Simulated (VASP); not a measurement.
# Al2Cu in VASP: single point with PBE

Aim: the single point of Al2Cu with PBE.

Program: VASP 6.6.1. These are calculated values, not measurements. Logs are shortened: lines on timing, memory, paths and dates and some standing lists are left out, and cuts for length are marked.

## (1) The cell of the first run

The typed cell holds 6 atoms: a = 4.047 Å, b = 4.047 Å, c = 5.906 Å, α = 90.00°, β = 90.00°, γ = 90.00°.

## (2) Single point, PBE

The input, INCAR:

```
  PREC = Accurate
  ENCUT = 520
  EDIFF = 1E-7
  ISMEAR = 0
  SIGMA = 0.1
  LREAL = F
  LASPH = T
  NELM = 80
  ALGO = Normal
  ISIF = 2
  LWAVE = F
  LCHARG = F
  GGA = PE
  NBANDS = 26
```

The input, KPOINTS:

```
regular mesh
0
Gamma
  4 4 4
```

The input, POSCAR:

```
Al2Cu
1.0
    4.0466430980      0.0000000000      0.0000000000
    0.0000000000      4.0466430980      0.0000000000
    0.0000000000      0.0000000000      5.9064280480
Al Cu
4 2
Direct
    0.0000000000      0.5000000000      0.2500171761
    0.0000000000      0.5000000000      0.7500171761
    0.5000000000      0.0000000000      0.2499828239
    0.5000000000      0.0000000000      0.7499828239
    0.0000000000      0.0000000000      0.0000000000
    0.5000000000      0.5000000000      0.5000000000
```

Potentials or basis: VASP PAW PBE potentials, release 64 (Al, Cu).

Run with:

```console
$ cat potpaw_PBE.64/Al/POTCAR potpaw_PBE.64/Cu/POTCAR > POTCAR
$ mpirun -np 1 vasp_std > vasp.out
```

OUTCAR:

```text
PREC = Accurate
   ENCUT = 520
   EDIFF = 1E-7
   ISMEAR = 0
   LREAL = F
   LASPH = T
   NELM = 80
   ISIF = 2
   GGA = PE

 ion  position               nearest neighbor table
   1  0.000  0.500  0.250-   6 2.50   6 2.50   5 2.50   5 2.50   3 2.86   3 2.86   3 2.86   3 2.86
                             2 2.95   2 2.95
   2  0.000  0.500  0.750-   5 2.50   5 2.50   6 2.50   6 2.50   4 2.86   4 2.86   4 2.86   4 2.86
                             1 2.95   1 2.95
   3  0.500  0.000  0.250-   5 2.50   5 2.50   6 2.50   6 2.50   1 2.86   1 2.86   1 2.86   1 2.86
                             4 2.95   4 2.95
   4  0.500  0.000  0.750-   6 2.50   6 2.50   5 2.50   5 2.50   2 2.86   2 2.86   2 2.86   2 2.86
                             3 2.95   3 2.95
   5  0.000  0.000  0.000-   2 2.50   3 2.50   2 2.50   3 2.50   1 2.50   1 2.50   4 2.50   4 2.50

   6  0.500  0.500  0.500-   1 2.50   4 2.50   4 2.50   1 2.50   3 2.50   3 2.50   2 2.50   2 2.50

  LATTYP: Found a simple tetragonal cell.
 ALAT       =     4.0466430980
 C/A-ratio  =     1.4595870960

  Lattice vectors:

 A1 = (   4.0466430980,   0.0000000000,   0.0000000000)
 A2 = (   0.0000000000,   4.0466430980,   0.0000000000)
 A3 = (   0.0000000000,   0.0000000000,   5.9064280480)

Analysis of symmetry for initial positions (statically):
=====================================================================
 Subroutine PRICEL returns:
 Original cell was already a primitive cell.

 Routine SETGRP: Setting up the symmetry group for a
 simple tetragonal supercell.

 Subroutine GETGRP returns: Found 16 space group operations
 (whereof  8 operations were pure point group operations)
 out of a pool of 16 trial point group operations.

The static configuration has the point symmetry D_2d.
 The point group associated with its full space group is D_4h.

Analysis of symmetry for dynamics (positions and initial velocities):
=====================================================================
 Subroutine PRICEL returns:
 Original cell was already a primitive cell.

 Routine SETGRP: Setting up the symmetry group for a
 simple tetragonal supercell.

 Subroutine GETGRP returns: Found 16 space group operations
 (whereof  8 operations were pure point group operations)
 out of a pool of 16 trial point group operations.

The dynamic configuration has the point symmetry D_2d.
 The point group associated with its full space group is D_4h.
[... 99 lines left out ...]
   NELM   =     80;   NELMIN=  2; NELMDL= -5     # of ELM steps
   EDIFF  = 0.1E-06   stopping-criterion for ELM
   LREAL  =      F    real-space projection
   EDIFFG = 0.1E-05   stopping-criterion for IOM
   NSW    =      0    number of steps for IOM
   IBRION =     -1    ionic relax: 0-MD 1-quasi-New 2-CG
   NFREE  =      0    steps in history (QN), initial steepest desc. (CG)
   ISIF   =      2    stress and relaxation
   ISYM   =      2    0-nonsym 1-usesym 2-fastsym
   POTIM  = 0.5000    time-step for ionic-motion
   TEBEG  =    0.0;   TEEND  =   0.0 temperature during run
   PSTRESS=    0.0 pullay stress
   NELECT =      34.0000    total number of electrons
   NUPDOWN=      -1.0000    fix difference up-down
   EMIN   =  10.00;   EMAX   =-10.00  energy-range for DOS
   EFERMI =   0.00;   METHOD = LEGACY
   ISMEAR =     0;   SIGMA  =   0.10  broadening in eV -4-tet -1-fermi 0-gaus
   EFERMI_NEDOS =   21; number of points for ismear=-14 and -15
   IALGO  =     38    algorithm
   IMIX   =      4    mixing-type and parameters
     AMIX     =   0.40;   BMIX     =  1.00
     AMIX_MAG =   1.60;   BMIX_MAG =  1.00
  volume/ion in A,a.u.               =      16.12       108.78
  Fermi-wavevector in a.u.,A,eV,Ry     =   1.155393  2.183375 18.162852  1.334932
  Thomas-Fermi vector in A             =   2.292021
   LORBIT       =      0    0 simple, 1 ext, 2 COOP (PROOUT), +10 PAW based schemes
   GGA     = PE    functional components
   LHFCALC =     F    Hartree Fock is set to
   AEXX    =    0.0000 exact exchange contribution
   IVDW    =     0    specifies the selected vdW correction
   LEPSILON=     F    determine dielectric tensor
   LRPA    =     F    only Hartree local field effects (RPA)
 non-spin polarized calculation
 Gauss-broadening in eV      SIGMA  =   0.10
  energy-cutoff  :      520.00
  volume of cell :       96.72
 maximum number of plane-waves:      2628
   NGX = 15   NGY = 15   NGZ = 21

 number of electron      33.9999986 magnetization

 Free energy of the ion-electron system (eV)
  ---------------------------------------------------
  ext. energy  EPLUGINS =         0.00000000
  ---------------------------------------------------
  free energy    TOTEN  =       -23.45457487 eV

  energy without entropy =      -23.44967289  energy(sigma->0) =      -23.45212388

 E-fermi :   7.0326     XC(G=0): -10.4026

 val. band max:        6.9090251503   @ k =   0.2500   0.0000   0.5000
 cond. band min:       7.0329270144   @ k =   0.5000   0.5000   0.0000
 fundamental gap:      0.1239018641
 Fermi energy:         7.0326359694

 k-point     1 :       0.0000    0.0000    0.0000
  band No.  band energies     occupation
      1      -3.2208      2.00000
      2       0.5344      2.00000
      3       1.1118      2.00000
      4       1.9033      2.00000
      5       2.3948      2.00000
      6       2.3948      2.00000
[... 511 lines left out ...]
     25      12.1670      0.00000
     26      12.1670      0.00000

------------------------ aborting loop because EDIFF is reached ----------------------------------------

  FORCE on cell =-STRESS in cart. coord.  units (eV):
  Direction    XX          YY          ZZ          XY          YZ          ZX
  --------------------------------------------------------------------------------------
  -------------------------------------------------------------------------------------
  Total        0.1045643      0.1045643      0.2024927      0.0000000      0.0000000      0.0000000
  in kB        1.7321246      1.7321246      3.3543252      0.0000000      0.0000000      0.0000000
  external PRESSURE =       2.2728582 kB  Pullay stress =       0.0000000 kB

 VOLUME and BASIS-vectors are now :
 -----------------------------------------------------------------------------
  energy-cutoff  :      520.00
  volume of cell :       96.72
      direct lattice vectors                 reciprocal lattice vectors
     4.046643098  0.000000000  0.000000000     0.247118408  0.000000000  0.000000000
     0.000000000  4.046643098  0.000000000     0.000000000  0.247118408  0.000000000
     0.000000000  0.000000000  5.906428048     0.000000000  0.000000000  0.169307065

 POSITION                                       TOTAL-FORCE (eV/Angst)
 -----------------------------------------------------------------------------------
      0.00000      2.02332      1.47671         0.000000      0.000000     -0.000385
      0.00000      2.02332      4.42992         0.000000      0.000000     -0.000385
      2.02332      0.00000      1.47651        -0.000000      0.000000      0.000385
      2.02332      0.00000      4.42972        -0.000000     -0.000000      0.000385
      0.00000      0.00000      0.00000        -0.000000      0.000000     -0.000000
      2.02332      2.02332      2.95321        -0.000000     -0.000000     -0.000000
 -----------------------------------------------------------------------------------
    total drift:                                0.000000      0.000000      0.000000

  FREE ENERGIE OF THE ION-ELECTRON SYSTEM (eV)
  ---------------------------------------------------
  free  energy   TOTEN  =       -23.4545748690 eV

  energy  without entropy=      -23.4496728865  energy(sigma->0) =      -23.45212388
```

Run time: 31 s. Hardware: 1 thread of AMD EPYC 9R45 (Zen 5), shared host; peak memory 0.17 GiB.

What came out:

```
Free energy            : -23.4546 eV
Pressure               : 0.2 GPa
Band gap on the k mesh : zero (band 17 reaches 8.58 eV, above the bottom of band 18 at 4.44 eV)
```

Stress tensor (GPa, compression positive):
```
0.17 0.00 0.00
0.00 0.17 0.00
0.00 0.00 0.34
```

Caveat: the k points lie up to 0.39 Å⁻¹ apart.
